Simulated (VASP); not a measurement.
# HfN (Fm-3m) in VASP: further runs, part 2 of 2

VASP 6.6.1.

**3. Single point, PBEsol (equal strain along all axes, cell held: -4.5 %)**

INCAR

```
SYSTEM = HfN
ALGO     = Normal         ! electronic algorithm
EDIFF    = 1E-6           ! SCF threshold, eV
ENCUT    = 520            ! plane-wave cutoff, eV
GGA      = PS             ! functional
ISIF     = 2              ! what is computed and relaxed
ISMEAR   = 0              ! smearing method
LASPH    = .TRUE.         ! aspherical terms in the spheres
LCHARG   = .FALSE.        ! write CHGCAR
LREAL    = .FALSE.        ! projectors in reciprocal space
LWAVE    = .FALSE.        ! write WAVECAR
NBANDS   = 23             ! bands
NELM     = 80             ! most SCF steps
PREC     = Accurate       ! precision mode
SIGMA    = 0.1            ! smearing width, eV
```

KPOINTS

```
k-points
0
G
  16 16 12
  0 0 0
```

POSCAR

```
HfN
1.0
    2.1495788586      2.1495788586      0.0000000000
   -2.1495788586      2.1495788586      0.0000000000
    0.0000000000      0.0000000000      4.2991577171
Hf N
2 2
Direct
    0.0000000000      0.0000000000      0.0000000000
    0.5000000000      0.5000000000      0.5000000000
    0.5000000000      0.5000000000      0.0000000000
    0.0000000000      0.0000000000      0.5000000000
```

Potentials or basis: VASP PAW PBE potentials, release 64 (Hf_pv, N).

Run with:

```console
$ cat potpaw_PBE.64/Hf_pv/POTCAR potpaw_PBE.64/N/POTCAR > POTCAR
$ mpirun -np 1 vasp_std > vasp.out
```

OUTCAR:

```text
SYSTEM = HfN
   EDIFF = 1E-6
   ENCUT = 520
   GGA = PS
   ISIF = 2
   ISMEAR = 0
   LASPH = .TRUE.
   LREAL = .FALSE.
   NELM = 80
   PREC = Accurate

 ion  position               nearest neighbor table
   1  0.000  0.000  0.000-   4 2.15   4 2.15   3 2.15   3 2.15   3 2.15   3 2.15   2 3.04   2 3.04
                             2 3.04   2 3.04   2 3.04   2 3.04   2 3.04   2 3.04
   2  0.500  0.500  0.500-   3 2.15   3 2.15   4 2.15   4 2.15   4 2.15   4 2.15   1 3.04   1 3.04
                             1 3.04   1 3.04   1 3.04   1 3.04   1 3.04   1 3.04
   3  0.500  0.500  0.000-   2 2.15   2 2.15   1 2.15   1 2.15   1 2.15   1 2.15
   4  0.000  0.000  0.500-   1 2.15   1 2.15   2 2.15   2 2.15   2 2.15   2 2.15

  LATTYP: Found a simple tetragonal cell.
 ALAT       =     3.0399635752
 C/A-ratio  =     1.4142135623

  Lattice vectors:

 A1 = (   2.1495788586,   2.1495788586,   0.0000000000)
 A2 = (  -2.1495788586,   2.1495788586,   0.0000000000)
 A3 = (   0.0000000000,   0.0000000000,   4.2991577171)

Analysis of symmetry for initial positions (statically):
=====================================================================
 Subroutine PRICEL returns following result:

[... 186 lines left out ...]
  ---------------------------------------------------
  free energy    TOTEN  =       -45.21092770 eV

  energy without entropy =      -45.20657749  energy(sigma->0) =      -45.20875259

 E-fermi :   9.5573     XC(G=0): -13.6905

 val. band max:        9.5566408546   @ k =   0.2500   0.1250   0.2500
 cond. band min:       9.5639755791   @ k =   0.5000   0.1875   0.2500
 fundamental gap:      0.0073347245
 Fermi energy:         9.5572652802

 k-point     1 :       0.0000    0.0000    0.0000
  band No.  band energies     occupation
      1     -22.2304      2.00000
      2     -21.4049      2.00000
      3     -21.4049      2.00000
      4     -20.8838      2.00000
      5     -20.8838      2.00000
      6     -20.8830      2.00000
[... 613 lines left out ...]
     22      15.2563      0.00000
     23      18.4967      0.00000

 [... further k-points ...]
[... 5 lines left out ...]
  --------------------------------------------------------------------------------------
  -------------------------------------------------------------------------------------
  Total       12.5572367     12.5572367     12.4520645      0.0000000      0.0000000      0.0000000
  in kB      506.3893068    506.3893068    502.1480795      0.0000000      0.0000000      0.0000000
  external PRESSURE =     504.9755643 kB  Pullay stress =       0.0000000 kB

 VOLUME and BASIS-vectors are now :
 -----------------------------------------------------------------------------
  energy-cutoff  :      520.00
  volume of cell :       39.73
      direct lattice vectors                 reciprocal lattice vectors
     2.149578859  2.149578859  0.000000000     0.232603702  0.232603702  0.000000000
    -2.149578859  2.149578859  0.000000000    -0.232603702  0.232603702  0.000000000
     0.000000000  0.000000000  4.299157717     0.000000000  0.000000000  0.232603702

 POSITION                                       TOTAL-FORCE (eV/Angst)
 -----------------------------------------------------------------------------------
      0.00000      0.00000      0.00000         0.000000     -0.000000     -0.000000
      0.00000      2.14958      2.14958         0.000000     -0.000000     -0.000000
      0.00000      2.14958      0.00000        -0.000000      0.000000      0.000000
      0.00000      0.00000      2.14958        -0.000000     -0.000000     -0.000000
 -----------------------------------------------------------------------------------
    total drift:                                0.000000     -0.000000     -0.000000

  FREE ENERGIE OF THE ION-ELECTRON SYSTEM (eV)
  ---------------------------------------------------
  free  energy   TOTEN  =       -45.2109277011 eV

  energy  without entropy=      -45.2065774879  energy(sigma->0) =      -45.20875259
```

stdout:

```text
POSCAR found type information on POSCAR HfN
 POSCAR found :  2 types and       4 ions
 scaLAPACK will be used
 -----------------------------------------------------------------------------
|                                                                             |
|                                                                             |
|     You enforced a specific xc type in the INCAR file but a different       |
|     I HOPE YOU KNOW WHAT YOU ARE DOING!                                     |
|                                                                             |
 -----------------------------------------------------------------------------

 LDA part: xc-table for (Slater+PW92), standard interpolation
 POSCAR, INCAR and KPOINTS ok, starting setup
 FFT: planning ... GRIDC
 FFT: planning ... GRID_SOFT
 FFT: planning ... GRID
 WAVECAR not read
 entering main loop
```

Run time: 5.3 min. Hardware: 1 thread of Intel Xeon 8259CL, shared host; peak memory 0.35 GiB.

Results:

- Free energy: -45.2109 eV
- Pressure: 50.5 GPa
- Band gap on the k mesh: zero (bands 15 and 16 overlap by 7.69 eV)

Levels at points of the mesh, in eV from the Fermi level:
```
           k point  band 11  band 12  band 13  band 14  band 15  band 16  band 17  band 18  band 19  band 20
(0.00, 0.00, 0.00)    -3.64    -3.64    -3.12    -3.12    -3.11    -0.47    -0.47    -0.47     2.33     2.33
(0.50, 0.00, 0.00)    -6.55    -6.55    -5.59    -5.59     2.12     2.12     2.59     2.59     3.96     3.96
(0.50, 0.50, 0.00)    -4.56    -4.56    -3.64    -3.64    -3.64    -3.64     4.97     4.97     6.81     6.81
(0.00, 0.00, 0.50)    -4.00    -4.00    -4.00    -4.00    -2.97    -2.97     3.49     3.49     3.90     3.90
(0.50, 0.00, 0.50)    -6.95    -6.95    -6.95    -6.95     4.05     4.05     4.54     4.54     4.54     4.54
(0.50, 0.50, 0.50)    -5.58    -5.58    -5.58    -5.58     1.35     1.35     1.35     1.35     6.83     6.83
```

Caveat: the cell differs from its parent crystal (equal strain along all axes, cell held: -4.5 %); the cell stands under pressure; the PAW data sets were made with another functional, which shifts forces and pressure a little; spin-orbit coupling is left out, which moves the levels of the heavy elements.

The gap in the log of VASP goes by the Fermi energy; the results here count the filled bands.